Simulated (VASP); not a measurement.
Crystal: MgH2.

```
Mg H
1.0
     0.00000    4.76213    4.76213
     2.38107    0.00000    2.38107
     2.38107    2.38107    0.00000
Mg H
2 4
Direct
  0.99997 0.00440 0.99901
  0.49891 0.98527 0.00650
  0.42388 0.86750 0.68656
  0.13647 0.27542 0.20941
  0.85361 0.85770 0.74234
  0.61311 0.24860 0.22904
```

Base run:

| Quantity | Value |
| --- | --- |
| Program | VASP 6.6.1 |
| Functional | LDA |
| Potentials or basis | VASP PAW LDA potentials, release 64 (Mg, H) |
| Cutoff | 400 eV |
| k mesh | 2 × 2 × 2, shifted |
| Occupations | fermi-dirac, width 0.1 eV |
| Spin | no spin polarisation |

Its results: band gap on the k mesh 1.22 eV (least direct gap 2.11 eV); pressure -0.9 GPa; largest force 2.492 eV/Å.

Problem. The run is repeated on the same cell with these changes: cutoff from 400 eV to 520 eV; further incar settings from ALGO = Normal; EDIFF = 1e-06; NBANDS = 13; ISYM = -1 to ALGO = Normal; EDIFF = 1e-06; NBANDS = 13. What comes out?

Solution. Band gap on the k mesh 1.05 eV (least direct gap 2.10 eV); pressure -0.2 GPa; largest force 2.407 eV/Å.

Caveats: some runs use coarse meshes; a shifted mesh leaves out Γ, where band edges can lie; forces of over 1 eV/Å act on the atoms, so gaps and moduli don't describe the material at rest.

A k mesh can miss the band edges.
